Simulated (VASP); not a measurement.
# Zr2N (P4_2/mnm) in VASP: further runs, part 2 of 3

VASP 6.6.1. Earlier steps stand in the parts before.

### 4 Single point, r2SCAN

This run uses another cell than the first one, of 16.89 Å³/atom, 1.046 times its volume.

POSCAR

```
Zr2N
1.0
    5.6267716732      0.0000000000      0.0000000000
    0.0000000000      5.6267716732      0.0000000000
    0.0000000000      0.0000000000      3.2010103279
Zr N
4 2
Direct
    0.3164955800      0.3164955800      0.0000000000
    0.6835044200      0.6835044200      0.0000000000
    0.8164955800      0.1835044200      0.5000000000
    0.1835044200      0.8164955800      0.5000000000
    0.0000000000      0.0000000000      0.0000000000
    0.5000000000      0.5000000000      0.5000000000
```

INCAR.step1

```
SYSTEM = Zr2N
PREC = Accurate ; ENCUT = 520
ISMEAR = 0 ; SIGMA = 0.1
LREAL = .False. ; LASPH = .True.
NELM = 80 ; NBANDS = 38
GGA = PE ; ALGO = Normal
EDIFF = 1E-4 ; LWAVE = .True.
LCHARG = .False.
```

INCAR.step2

```
SYSTEM = Zr2N
PREC = Accurate ; ENCUT = 520
EDIFF = 1E-6 ; ISMEAR = 0
SIGMA = 0.1 ; LREAL = .False.
LASPH = .True. ; NELM = 80
ALGO = Normal ; ISIF = 2
LWAVE = .False. ; LCHARG = .False.
METAGGA = R2SCAN ; LMIXTAU = .True.
NBANDS = 38 ; ISTART = 1
```

KPOINTS

```
regular mesh
0
Gamma
  1 1 2
  0 0 0
```

Potentials or basis: VASP PAW PBE potentials, release 64 (Zr_sv, N).

Launch:

```bash
> cat potpaw_PBE.64/Zr_sv/POTCAR potpaw_PBE.64/N/POTCAR > POTCAR
> cp INCAR.step1 INCAR
> mpirun -np 1 vasp_std > vasp.out
> cp INCAR.step2 INCAR
> mpirun -np 1 vasp_std > vasp.out
```

OUTCAR:

```text
SYSTEM = Zr2N
   PREC = Accurate
   ENCUT = 520
   EDIFF = 1E-6
   ISMEAR = 0
   LREAL = .False.
   LASPH = .True.
   NELM = 80
   ISIF = 2
   METAGGA = R2SCAN
   ISTART = 1

 ion  position               nearest neighbor table
   1  0.316  0.316  0.000-   6 2.17   6 2.17   5 2.52   2 2.92   4 3.32   3 3.32   4 3.32   3 3.32
                             4 3.32   4 3.32   3 3.32   3 3.32
   2  0.684  0.684  0.000-   6 2.17   6 2.17   5 2.52   1 2.92   4 3.32   3 3.32   4 3.32   3 3.32
                             3 3.32   3 3.32   4 3.32   4 3.32
   3  0.816  0.184  0.500-   5 2.17   5 2.17   6 2.52   4 2.92   1 3.32   1 3.32   2 3.32   2 3.32
                             2 3.32   2 3.32   1 3.32   1 3.32
   4  0.184  0.816  0.500-   5 2.17   5 2.17   6 2.52   3 2.92   1 3.32   1 3.32   2 3.32   2 3.32
                             1 3.32   1 3.32   2 3.32   2 3.32
   5  0.000  0.000  0.000-   3 2.17   4 2.17   3 2.17   4 2.17   1 2.52   2 2.52
   6  0.500  0.500  0.500-   1 2.17   2 2.17   1 2.17   2 2.17   3 2.52   4 2.52

  LATTYP: Found a simple tetragonal cell.
 ALAT       =     5.6267716732
 C/A-ratio  =     0.5688893230

  Lattice vectors:

 A1 = (   5.6267716732,   0.0000000000,   0.0000000000)
 A2 = (   0.0000000000,   5.6267716732,   0.0000000000)
 A3 = (   0.0000000000,   0.0000000000,   3.2010103279)

Analysis of symmetry for initial positions (statically):
=====================================================================
 Subroutine PRICEL returns:
 Original cell was already a primitive cell.

 Routine SETGRP: Setting up the symmetry group for a
 simple tetragonal supercell.

 Subroutine GETGRP returns: Found 16 space group operations
 (whereof  8 operations were pure point group operations)
 out of a pool of 16 trial point group operations.

The static configuration has the point symmetry D_2h.
 The point group associated with its full space group is D_4h.

Analysis of symmetry for dynamics (positions and initial velocities):
=====================================================================
 Subroutine PRICEL returns:
 Original cell was already a primitive cell.

 Routine SETGRP: Setting up the symmetry group for a
 simple tetragonal supercell.

 Subroutine GETGRP returns: Found 16 space group operations
 (whereof  8 operations were pure point group operations)
 out of a pool of 16 trial point group operations.

The dynamic configuration has the point symmetry D_2h.
 The point group associated with its full space group is D_4h.

 Subroutine INISYM returns: Found 16 space group operations
 (whereof  8 operations are pure point group operations),
 and found     1 'primitive' translations

----------------------------------------------------------------------------------------

                                     Primitive cell

  volume of cell :     101.3458

  direct lattice vectors                    reciprocal lattice vectors
     5.626771673  0.000000000  0.000000000     0.177721802  0.000000000  0.000000000
     0.000000000  5.626771673  0.000000000     0.000000000  0.177721802  0.000000000
     0.000000000  0.000000000  3.201010328     0.000000000  0.000000000  0.312401366

  length of vectors
     5.626771673  5.626771673  3.201010328     0.177721802  0.177721802  0.312401366

  position of ions in fractional coordinates (direct lattice)
     0.316495580  0.316495580  0.000000000
     0.683504420  0.683504420  0.000000000
     0.816495580  0.183504420  0.500000000
     0.183504420  0.816495580  0.500000000
     0.000000000  0.000000000  0.000000000
     0.500000000  0.500000000  0.500000000
[... 45 lines left out ...]
   ions per type =               4   2
   NGX,Y,Z   is equivalent  to a cutoff of  12.41, 12.41, 12.46 a.u.
   NGXF,Y,Z  is equivalent  to a cutoff of  24.82, 24.82, 24.93 a.u.
 SYSTEM =  Zr2N
   PREC   = accura    normal or accurate (medium, high low for compatibility)
   ISTART =      1    job   : 0-new  1-cont  2-samecut
   ICHARG =      0    charge: 1-file 2-atom 10-const
   ISPIN  =      1    spin polarized calculation?
   LNONCOLLINEAR =      F non collinear calculations
   LSORBIT =      F    spin-orbit coupling
   LASPH  =      T    aspherical Exc in radial PAW
   ENCUT  =  520.0 eV  38.22 Ry    6.18 a.u.  10.46 10.46  5.95*2*pi/ulx,y,z
   NELM   =     80;   NELMIN=  2; NELMDL=  0     # of ELM steps
   EDIFF  = 0.1E-05   stopping-criterion for ELM
   LREAL  =      F    real-space projection
   EDIFFG = 0.1E-04   stopping-criterion for IOM
   NSW    =      0    number of steps for IOM
   IBRION =     -1    ionic relax: 0-MD 1-quasi-New 2-CG
   NFREE  =      0    steps in history (QN), initial steepest desc. (CG)
   ISIF   =      2    stress and relaxation
   ISYM   =      2    0-nonsym 1-usesym 2-fastsym
   POTIM  = 0.5000    time-step for ionic-motion
   TEBEG  =    0.0;   TEEND  =   0.0 temperature during run
   PSTRESS=    0.0 pullay stress
   NELECT =      58.0000    total number of electrons
   NUPDOWN=      -1.0000    fix difference up-down
   EMIN   =  10.00;   EMAX   =-10.00  energy-range for DOS
   EFERMI =   0.00;   METHOD = LEGACY
   ISMEAR =     0;   SIGMA  =   0.10  broadening in eV -4-tet -1-fermi 0-gaus
   EFERMI_NEDOS =   21; number of points for ismear=-14 and -15
   IALGO  =     38    algorithm
   IMIX   =      4    mixing-type and parameters
     AMIX     =   0.40;   BMIX     =  1.00
     AMIX_MAG =   1.60;   BMIX_MAG =  1.00
  volume/ion in A,a.u.               =      16.89       113.99
  Fermi-wavevector in a.u.,A,eV,Ry     =   1.359197  2.568509 25.135612  1.847415
  Thomas-Fermi vector in A             =   2.485965
   LORBIT       =      0    0 simple, 1 ext, 2 COOP (PROOUT), +10 PAW based schemes
   METAGGA = R2SCAN    functional components
   LHFCALC =     F    Hartree Fock is set to
   AEXX    =    0.0000 exact exchange contribution
   IVDW    =     0    specifies the selected vdW correction
   LEPSILON=     F    determine dielectric tensor
   LRPA    =     F    only Hartree local field effects (RPA)
 non-spin polarized calculation
 Gauss-broadening in eV      SIGMA  =   0.10
  energy-cutoff  :      520.00
  volume of cell :      101.35
 maximum number of plane-waves:      2740
 NGX is ok and might be reduce to    42
   NGX = 21   NGY = 21   NGZ = 11

 number of electron      57.9999997 magnetization

 Free energy of the ion-electron system (eV)
  ---------------------------------------------------
  ext. energy  EPLUGINS =         0.00000000
  ---------------------------------------------------
  free energy    TOTEN  =      -118.31035925 eV

  energy without entropy =     -118.31035916  energy(sigma->0) =     -118.31035920

 E-fermi :   9.8300     XC(G=0): -12.2729

 val. band max:        9.4638620523   @ k =   0.0000   0.0000   0.0000
 cond. band min:      10.2051824252   @ k =   0.0000   0.0000   0.0000
 fundamental gap:      0.7413203728
 Fermi energy:         9.8300032190

 k-point     1 :       0.0000    0.0000    0.0000
  band No.  band energies     occupation
      1     -41.3063      2.00000
      2     -41.1711      2.00000
      3     -41.1563      2.00000
      4     -41.1563      2.00000
      5     -19.5363      2.00000
      6     -18.8558      2.00000
[... 30 lines left out ...]
     37      12.4756      0.00000
     38      12.5656      0.00000

 k-point     2 :       0.0000    0.0000    0.5000
  band No.  band energies     occupation
      1     -41.1802      2.00000
      2     -41.1802      2.00000
      3     -41.1012      2.00000
      4     -41.1012      2.00000
      5     -19.1468      2.00000
      6     -19.1468      2.00000
[... 30 lines left out ...]
     37      13.1435      0.00000
     38      13.1435      0.00000

------------------------ aborting loop because EDIFF is reached ----------------------------------------

  FORCE on cell =-STRESS in cart. coord.  units (eV):
  Direction    XX          YY          ZZ          XY          YZ          ZX
  --------------------------------------------------------------------------------------
  -------------------------------------------------------------------------------------
  Total        0.0827712      0.0827712      0.1394760     -0.0000000      0.0000000      0.0000000
  in kB        1.3085313      1.3085313      2.2049783     -0.0000000      0.0000000      0.0000000
  external PRESSURE =       1.6073469 kB  Pullay stress =       0.0000000 kB

 VOLUME and BASIS-vectors are now :
 -----------------------------------------------------------------------------
  energy-cutoff  :      520.00
  volume of cell :      101.35
      direct lattice vectors                 reciprocal lattice vectors
     5.626771673  0.000000000  0.000000000     0.177721802  0.000000000  0.000000000
     0.000000000  5.626771673  0.000000000     0.000000000  0.177721802  0.000000000
     0.000000000  0.000000000  3.201010328     0.000000000  0.000000000  0.312401366

 POSITION                                       TOTAL-FORCE (eV/Angst)
 -----------------------------------------------------------------------------------
      1.78085      1.78085      0.00000        -0.022788     -0.022788      0.000000
      3.84592      3.84592      0.00000         0.022788      0.022788     -0.000000
      4.59423      1.03254      1.60051        -0.022788      0.022788     -0.000000
      1.03254      4.59423      1.60051         0.022788     -0.022788     -0.000000
      0.00000      0.00000      0.00000         0.000000      0.000000     -0.000000
      2.81339      2.81339      1.60051         0.000000      0.000000     -0.000000
 -----------------------------------------------------------------------------------
    total drift:                                0.000000      0.000000      0.000000

  FREE ENERGIE OF THE ION-ELECTRON SYSTEM (eV)
  ---------------------------------------------------
  free  energy   TOTEN  =      -118.3103592474 eV

  energy  without entropy=     -118.3103591614  energy(sigma->0) =     -118.31035920
```

It took 36 s on 1 thread of AMD EPYC 9R45 (Zen 5), shared host; peak memory 0.17 GiB.

What came out:

```
Free energy            : -118.3104 eV
Pressure               : 0.2 GPa
Largest force          : 0.032 eV/Å
Band gap on the k mesh : zero (band 29 reaches 10.21 eV, above the bottom of band 30 at 8.07 eV)
```

Forces on the atoms (eV/Å):
```
Zr  -0.023 -0.023  0.000
Zr   0.023  0.023  0.000
Zr  -0.023  0.023  0.000
Zr   0.023 -0.023  0.000
N    0.000  0.000  0.000
N    0.000  0.000  0.000
```

Levels at points of the mesh, in eV from the Fermi level:
```
           k point  band 25  band 26  band 27  band 28  band 29  band 30  band 31  band 32  band 33  band 34
(0.00, 0.00, 0.00)    -4.38    -2.30    -1.09    -0.37     0.38     0.38     0.61     0.66     1.27     1.54
(0.00, 0.00, 0.50)    -1.95    -1.95    -1.84    -1.84    -1.76    -1.76     1.72     1.72     3.03     3.03
```

Caveat: the k points lie up to 1.12 Å⁻¹ apart; the PAW data sets were made with another functional, which shifts forces and pressure a little.

### 5 Relaxation of cell and atoms, r2SCAN

POSCAR

```
Zr2N
1.0
    5.4130027300      0.0000000000      0.0000000000
    0.0000000000      5.4130027300      0.0000000000
    0.0000000000      0.0000000000      3.3077891900
Zr N
4 2
Direct
    0.2961254600      0.2961254600      0.0000000000
    0.7038745400      0.7038745400      0.0000000000
    0.7961254600      0.2038745400      0.5000000000
    0.2038745400      0.7961254600      0.5000000000
    0.0000000000      0.0000000000      0.0000000000
    0.5000000000      0.5000000000      0.5000000000
```

INCAR.step1

```
SYSTEM = Zr2N
PREC = Accurate
ENCUT = 600
ISMEAR = 0
SIGMA = 0.1
LREAL = .False.
LASPH = .True.
NELM = 80
GGA = PE
ALGO = Normal
EDIFF = 1E-4
LWAVE = .True.
LCHARG = .False.
```

INCAR.step2

```
SYSTEM = Zr2N
PREC = Accurate
ENCUT = 600
EDIFF = 1E-6
ISMEAR = 0
SIGMA = 0.1
LREAL = .False.
LASPH = .True.
NELM = 80
ALGO = Normal
ISIF = 3
LWAVE = .False.
LCHARG = .False.
METAGGA = R2SCAN
LMIXTAU = .True.
IBRION = 2
NSW = 80
EDIFFG = -0.01
ISTART = 1
```

KPOINTS

```
regular mesh
0
Gamma
  1 1 1
  0 0 0
```

Launch:

```bash
> cat potpaw_PBE.64/Zr_sv/POTCAR potpaw_PBE.64/N/POTCAR > POTCAR
> cp INCAR.step1 INCAR
> mpirun -np 1 vasp_gam > vasp.out
> cp INCAR.step2 INCAR
> mpirun -np 1 vasp_gam > vasp.out
```

Wall time 7.4 min (1 thread of AMD EPYC 9R45 (Zen 5), shared host); peak memory 0.22 GiB.

The run converged. Its results:

```yaml
Free_energy: -116.6259 eV
Relaxed_volume: 15.18 Å³/atom
Relaxed_cell: a = 4.844 Å, b = 4.844 Å, c = 3.882 Å, α = 90.00°, β = 90.00°, γ = 90.00°
Space_group_after_relaxing_to_0.05_Å: P4_2/mnm (No. 136)
Energy_gained_by_relaxing: 457.3 meV/atom
Ionic_steps: 18
Pressure_after_relaxing: 0.0 GPa
Band_gap_on_the_k_mesh: 0.74 eV
```

Step by step:
```csv
step,energy change (eV),largest force (eV/Å),pressure (GPa),volume (Å³)
1,0.0000,0.0023,10.13,96.92
2,-0.2677,0.4011,-15.23,111.67
3,-0.4951,0.3047,-7.10,105.31
4,-1.6845,0.2012,-10.30,104.38
5,1.2992,0.7415,2.33,96.62
6,-1.6582,1.4033,-17.54,103.59
7,-1.6453,1.3724,-12.17,100.69
8,-2.0182,1.5411,-16.72,102.51
9,-2.2494,0.6989,-8.52,97.29
10,-2.2643,0.9329,-10.38,98.33
11,-2.5547,0.4284,-7.05,95.76
12,-2.7273,0.2222,-1.96,92.59
13,-2.7331,0.3734,-0.62,91.87
14,-2.7330,0.3468,-0.88,92.00
15,-2.7389,0.2293,-0.65,91.72
16,-2.7437,0.0210,-0.14,91.15
17,-2.7437,0.0140,-0.13,91.17
18,-2.7437,0.0017,-0.03,91.11
```

Final structure:
```xyz
6
Lattice="4.8444 0.0000 0.0000 0.0000 4.8444 0.0000 0.0000 0.0000 3.8821" Properties=species:S:1:pos:R:3 pbc="T T T"
Zr    1.4073    1.4073    0.0000
Zr    3.4370    3.4370    0.0000
Zr    3.8295    1.0149    1.9411
Zr    1.0149    3.8295    1.9411
N     0.0000    0.0000    0.0000
N     2.4222    2.4222    1.9411
```

Levels at points of the mesh, in eV from the valence-band top:
| k point | band 27 | band 28 | band 29 | band 30 | band 31 | band 32 |
| --- | --- | --- | --- | --- | --- | --- |
| (0.00, 0.00, 0.00) | -1.93 | 0.00 | 0.00 | 0.74 | 1.15 | 1.15 |

Caveat: the k points lie up to 1.62 Å⁻¹ apart in the final cell; the PAW data sets were made with another functional, which shifts forces and pressure a little. A k mesh can miss the band edges.

(Part 2 of 3 ends here.)
